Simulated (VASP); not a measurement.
# Bi2Te3 (R-3m) in VASP: single point with r2SCAN

Aim: the single point of Bi2Te3 with r2SCAN.

Program: VASP 6.6.1. These are calculated values, not measurements. Logs are shortened: lines on timing, memory, paths and dates and some standing lists are left out, and cuts for length are marked.

## 1. The cell of the first run

It takes space group R-3m (No. 166, trigonal). The conventional cell has a = 4.479 Å, b = 4.479 Å, c = 31.988 Å, α = 90.00°, β = 90.00°, γ = 120.00°. Bi (site symmetry 3m) has 6 Te at 3.09 to 3.29 Å within 4.1 Å. Te (site symmetry 3m) has 3 Bi at 3.09 Å and 3 Te at 4.14 Å within 4.2 Å. Te (site symmetry -3m) has 6 Bi at 3.29 Å within 4.3 Å.

## 2. Single point, r2SCAN (strain +2.0%)

The input, POSCAR:

```
Bi2Te3
1.0
    2.2396401186      1.2930568254     10.6626149699
   -2.2396401186      1.2930568254     10.6626149699
    0.0000000000     -2.5861136507     10.6626149699
Bi Te
2 3
Direct
    0.3967385352      0.3967385352      0.3967385352
    0.6032614648      0.6032614648      0.6032614648
    0.2172509331      0.2172509331      0.2172509331
    0.7827490669      0.7827490669      0.7827490669
    0.0000000000      0.0000000000      0.0000000000
```

The input, INCAR.step1:

```
SYSTEM = Bi2Te3
ALGO = Normal
EDIFF = 1E-4
ENCUT = 520
GGA = PE
ISMEAR = 0
LASPH = .True.
LCHARG = .False.
LREAL = .False.
LWAVE = .True.
NBANDS = 32
NELM = 80
PREC = Accurate
SIGMA = 0.01
```

The input, INCAR.step2:

```
SYSTEM = Bi2Te3
ALGO = Normal
EDIFF = 1E-6
ENCUT = 520
ISIF = 2
ISMEAR = 0
ISTART = 1
LASPH = .True.
LCHARG = .False.
LMIXTAU = .True.
LREAL = .False.
LWAVE = .False.
METAGGA = R2SCAN
NBANDS = 32
NELM = 80
PREC = Accurate
SIGMA = 0.01
```

The input, KPOINTS:

```
k-points
0
Gamma
  8 8 8
  0 0 0
```

Potentials or basis: VASP PAW PBE potentials, release 64 (Bi_d, Te).

Launch:

```
cat potpaw_PBE.64/Bi_d/POTCAR potpaw_PBE.64/Te/POTCAR > POTCAR
cp INCAR.step1 INCAR
mpirun -np 1 vasp_std > vasp.out
cp INCAR.step2 INCAR
mpirun -np 1 vasp_std > vasp.out
```

OUTCAR:

```text
SYSTEM = Bi2Te3
   EDIFF = 1E-6
   ENCUT = 520
   ISIF = 2
   ISMEAR = 0
   ISTART = 1
   LASPH = .True.
   LREAL = .False.
   METAGGA = R2SCAN
   NELM = 80
   PREC = Accurate

 ion  position               nearest neighbor table
   1  0.397  0.397  0.397-   4 3.09   4 3.09   4 3.09   5 3.29   5 3.29   5 3.29
   2  0.603  0.603  0.603-   3 3.09   3 3.09   3 3.09   5 3.29   5 3.29   5 3.29
   3  0.217  0.217  0.217-   2 3.09   2 3.09   2 3.09
   4  0.783  0.783  0.783-   1 3.09   1 3.09   1 3.09
   5  0.000  0.000  0.000-   2 3.29   2 3.29   1 3.29   1 3.29   2 3.29   1 3.29

  LATTYP: Found a trigonal (rhomboedric) cell.
 ALAT       =    10.9717519937
 COS(alpha) =     0.9166636437

  Lattice vectors:

 A1 = (   2.2396401186,   1.2930568254,  10.6626149699)
 A2 = (  -2.2396401186,   1.2930568254,  10.6626149699)
 A3 = (   0.0000000000,  -2.5861136507,  10.6626149699)

Analysis of symmetry for initial positions (statically):
=====================================================================
 Subroutine PRICEL returns:
 Original cell was already a primitive cell.

 Routine SETGRP: Setting up the symmetry group for a
 trigonal (rhombohedral) supercell.

 Subroutine GETGRP returns: Found 12 space group operations
 (whereof 12 operations were pure point group operations)
 out of a pool of 12 trial point group operations.

The static configuration has the point symmetry D_3d.

Analysis of symmetry for dynamics (positions and initial velocities):
=====================================================================
 Subroutine PRICEL returns:
 Original cell was already a primitive cell.

 Routine SETGRP: Setting up the symmetry group for a
 trigonal (rhombohedral) supercell.

 Subroutine GETGRP returns: Found 12 space group operations
 (whereof 12 operations were pure point group operations)
 out of a pool of 12 trial point group operations.

The dynamic configuration has the point symmetry D_3d.

 Subroutine INISYM returns: Found 12 space group operations
 (whereof 12 operations are pure point group operations),
 and found     1 'primitive' translations

----------------------------------------------------------------------------------------

                                     Primitive cell

  volume of cell :     185.2724

  direct lattice vectors                    reciprocal lattice vectors
     2.239640119  1.293056825 10.662614970     0.223250153  0.128893536  0.031261875
    -2.239640119  1.293056825 10.662614970    -0.223250153  0.128893536  0.031261875
     0.000000000 -2.586113651 10.662614970     0.000000000 -0.257787072  0.031261875

  length of vectors
    10.971751994 10.971751994 10.971751994     0.259675720  0.259675720  0.259675720

  position of ions in fractional coordinates (direct lattice)
     0.396738535  0.396738535  0.396738535
     0.603261465  0.603261465  0.603261465
     0.217250933  0.217250933  0.217250933
     0.782749067  0.782749067  0.782749067
     0.000000000  0.000000000  0.000000000

  ion indices of the primitive-cell ions
   primitive index   ion index
                 1           1
                 2           2
                 3           3
                 4           4
                 5           5

----------------------------------------------------------------------------------------

 KPOINTS: k-points

Automatic generation of k-mesh.
 Grid dimensions read from file:
 generate k-points for:    8    8    8

 Generating k-lattice:

  Cartesian coordinates                     Fractional coordinates (reciprocal lattice)
     0.027906269  0.016111692  0.003907734     0.125000000  0.000000000  0.000000000
    -0.027906269  0.016111692  0.003907734     0.000000000  0.125000000  0.000000000
     0.000000000 -0.032223384  0.003907734    -0.000000000 -0.000000000  0.125000000

  Length of vectors
     0.032459465  0.032459465  0.032459465

  Shift w.r.t. Gamma in fractional coordinates (k-lattice)
     0.000000000  0.000000000  0.000000000

 Subroutine IBZKPT returns following result:
 ===========================================

 Found     65 irreducible k-points:

 Following reciprocal coordinates:
            Coordinates               Weight
  0.000000  0.000000  0.000000      1.000000
  0.125000  0.000000  0.000000      6.000000
  0.250000  0.000000  0.000000      6.000000
  0.375000  0.000000  0.000000      6.000000
  0.500000  0.000000  0.000000      3.000000
  0.125000  0.125000  0.000000      6.000000
[... 16 lines left out ...]
  0.250000  0.125000  0.125000      6.000000
  0.375000  0.125000  0.125000      6.000000
 [... further k-points ...]
   k-points           NKPTS =     65   k-points in BZ     NKDIM =     65   number of bands    NBANDS=     32
   number of dos      NEDOS =    301   number of ions     NIONS =      5
   total plane-waves  NPLWV = 592704
   dimension x,y,z NGX =    84 NGY =   84 NGZ =   84
   dimension x,y,z NGXF=   168 NGYF=  168 NGZF=  168
   ions per type =               2   3
   NGX,Y,Z   is equivalent  to a cutoff of  12.73, 12.73, 12.73 a.u.
   NGXF,Y,Z  is equivalent  to a cutoff of  25.46, 25.46, 25.46 a.u.
 SYSTEM =  Bi2Te3
   PREC   = accura    normal or accurate (medium, high low for compatibility)
   ISTART =      1    job   : 0-new  1-cont  2-samecut
   ICHARG =      0    charge: 1-file 2-atom 10-const
   ISPIN  =      1    spin polarized calculation?
   LNONCOLLINEAR =      F non collinear calculations
   LSORBIT =      F    spin-orbit coupling
   LASPH  =      T    aspherical Exc in radial PAW
   ENCUT  =  520.0 eV  38.22 Ry    6.18 a.u.  20.40 20.40 20.40*2*pi/ulx,y,z
   NELM   =     80;   NELMIN=  2; NELMDL=  0     # of ELM steps
   EDIFF  = 0.1E-05   stopping-criterion for ELM
   LREAL  =      F    real-space projection
   EDIFFG = 0.1E-04   stopping-criterion for IOM
   NSW    =      0    number of steps for IOM
   IBRION =     -1    ionic relax: 0-MD 1-quasi-New 2-CG
   NFREE  =      0    steps in history (QN), initial steepest desc. (CG)
   ISIF   =      2    stress and relaxation
   ISYM   =      2    0-nonsym 1-usesym 2-fastsym
   POTIM  = 0.5000    time-step for ionic-motion
   TEBEG  =    0.0;   TEEND  =   0.0 temperature during run
   PSTRESS=    0.0 pullay stress
   NELECT =      48.0000    total number of electrons
   NUPDOWN=      -1.0000    fix difference up-down
   EMIN   =  10.00;   EMAX   =-10.00  energy-range for DOS
   EFERMI =   0.00;   METHOD = LEGACY
   ISMEAR =     0;   SIGMA  =   0.01  broadening in eV -4-tet -1-fermi 0-gaus
   EFERMI_NEDOS =   21; number of points for ismear=-14 and -15
   IALGO  =     38    algorithm
   IMIX   =      4    mixing-type and parameters
     AMIX     =   0.40;   BMIX     =  1.00
     AMIX_MAG =   1.60;   BMIX_MAG =  1.00
  volume/ion in A,a.u.               =      37.05       250.06
  Fermi-wavevector in a.u.,A,eV,Ry     =   1.043642  1.972198 14.819317  1.089189
  Thomas-Fermi vector in A             =   2.178360
   LORBIT       =      0    0 simple, 1 ext, 2 COOP (PROOUT), +10 PAW based schemes
   METAGGA = R2SCAN    functional components
   LHFCALC =     F    Hartree Fock is set to
   AEXX    =    0.0000 exact exchange contribution
   IVDW    =     0    specifies the selected vdW correction
   LEPSILON=     F    determine dielectric tensor
   LRPA    =     F    only Hartree local field effects (RPA)
 non-spin polarized calculation
 Gauss-broadening in eV      SIGMA  =   0.01
  energy-cutoff  :      520.00
  volume of cell :      185.27
 maximum number of plane-waves:      5020
 NGX is ok and might be reduce to    84
   NGX = 41   NGY = 41   NGZ = 41

 number of electron      48.0000004 magnetization

 Free energy of the ion-electron system (eV)
  ---------------------------------------------------
  ext. energy  EPLUGINS =         0.00000000
  ---------------------------------------------------
  free energy    TOTEN  =      -194.58994105 eV

  energy without entropy =     -194.58994105  energy(sigma->0) =     -194.58994105

 E-fermi :   4.7978     XC(G=0):  -9.3582

 val. band max:        4.6854683710   @ k =   0.0000   0.0000   0.0000
 cond. band min:       5.4409250117   @ k =   0.0000   0.0000   0.0000
 fundamental gap:      0.7554566407
 Fermi energy:         4.7977595693

 k-point     1 :       0.0000    0.0000    0.0000
  band No.  band energies     occupation
      1     -18.9149      2.00000
      2     -18.9149      2.00000
      3     -18.9135      2.00000
      4     -18.9135      2.00000
      5     -18.9068      2.00000
      6     -18.9056      2.00000
[... 24 lines left out ...]
     31      10.5026      0.00000
     32      11.3235      0.00000

 k-point     2 :       0.1250    0.0000    0.0000
  band No.  band energies     occupation
      1     -18.9164      2.00000
      2     -18.9147      2.00000
      3     -18.9140      2.00000
      4     -18.9125      2.00000
      5     -18.9059      2.00000
      6     -18.9049      2.00000
[... 24 lines left out ...]
     31      10.1659      0.00000
     32      10.6371      0.00000

 k-point     3 :       0.2500    0.0000    0.0000
  band No.  band energies     occupation
      1     -18.9202      2.00000
      2     -18.9180      2.00000
      3     -18.9124      2.00000
      4     -18.9108      2.00000
      5     -18.9055      2.00000
      6     -18.9035      2.00000
[... 24 lines left out ...]
     31       9.3934      0.00000
     32      10.9145      0.00000

 k-point     4 :       0.3750    0.0000    0.0000
  band No.  band energies     occupation
      1     -18.9242      2.00000
      2     -18.9214      2.00000
      3     -18.9120      2.00000
      4     -18.9096      2.00000
      5     -18.9065      2.00000
      6     -18.9043      2.00000
[... 654 lines left out ...]
     31      10.5203      0.00000
     32      11.2673      0.00000

 k-point    23 :       0.2500    0.1250    0.1250
  band No.  band energies     occupation
      1     -18.9164      2.00000
      2     -18.9147      2.00000
      3     -18.9140      2.00000
      4     -18.9125      2.00000
      5     -18.9059      2.00000
      6     -18.9049      2.00000
[... 24 lines left out ...]
     31      10.1487      0.00000
     32      10.7235      0.00000

 k-point    24 :       0.3750    0.1250    0.1250
  band No.  band energies     occupation
      1     -18.9202      2.00000
      2     -18.9180      2.00000
      3     -18.9124      2.00000
      4     -18.9108      2.00000
      5     -18.9055      2.00000
      6     -18.9035      2.00000
[... 24 lines left out ...]
     31       9.4215      0.00000
     32      10.9802      0.00000

 [... further k-points ...]

------------------------ aborting loop because EDIFF is reached ----------------------------------------

  FORCE on cell =-STRESS in cart. coord.  units (eV):
  Direction    XX          YY          ZZ          XY          YZ          ZX
  --------------------------------------------------------------------------------------
  -------------------------------------------------------------------------------------
  Total       -1.1287343     -1.1287343     -0.2196268     -0.0000000     -0.0000000     -0.0000000
  in kB       -9.7609364     -9.7609364     -1.8992634     -0.0000000     -0.0000000     -0.0000000
  external PRESSURE =      -7.1403787 kB  Pullay stress =       0.0000000 kB

 VOLUME and BASIS-vectors are now :
 -----------------------------------------------------------------------------
  energy-cutoff  :      520.00
  volume of cell :      185.27
      direct lattice vectors                 reciprocal lattice vectors
     2.239640119  1.293056825 10.662614970     0.223250153  0.128893536  0.031261875
    -2.239640119  1.293056825 10.662614970    -0.223250153  0.128893536  0.031261875
     0.000000000 -2.586113651 10.662614970     0.000000000 -0.257787072  0.031261875

 POSITION                                       TOTAL-FORCE (eV/Angst)
 -----------------------------------------------------------------------------------
      0.00000      0.00000     12.69081         0.000000      0.000000      0.029845
      0.00000      0.00000     19.29703         0.000000     -0.000000     -0.029845
      0.00000      0.00000      6.94939         0.000000      0.000000      0.020027
      0.00000      0.00000     25.03846         0.000000     -0.000000     -0.020027
      0.00000      0.00000      0.00000        -0.000000      0.000000      0.000000
 -----------------------------------------------------------------------------------
    total drift:                               -0.000000     -0.000000      0.000000

  FREE ENERGIE OF THE ION-ELECTRON SYSTEM (eV)
  ---------------------------------------------------
  free  energy   TOTEN  =      -194.5899410471 eV

  energy  without entropy=     -194.5899410471  energy(sigma->0) =     -194.58994105
```

Wall time 79 min (1 thread of Intel Xeon 6975P-C (Granite Rapids), shared host); peak memory 1.4 GiB.

What came out:

| Property | Result |
| --- | --- |
| Free energy | -194.5899 eV |
| Pressure | -0.7 GPa |
| Largest force | 0.030 eV/Å |
| Band gap on the k mesh | 0.76 eV |

Forces in eV/Å, atoms in the order of the input:
```
Bi   0.000  0.000  0.030
Bi   0.000  0.000 -0.030
Te   0.000  0.000  0.020
Te   0.000  0.000 -0.020
Te   0.000  0.000  0.000
```

Stress tensor (GPa, compression positive):
```
-0.98  0.00  0.00
 0.00 -0.98  0.00
 0.00  0.00 -0.19
```

Caveat: the cell differs from its parent crystal (strain +2.0%); the PAW data sets were made with another functional, which shifts forces and pressure a little; spin-orbit coupling is left out, which moves the levels of the heavy elements. A k mesh can miss the band edges.
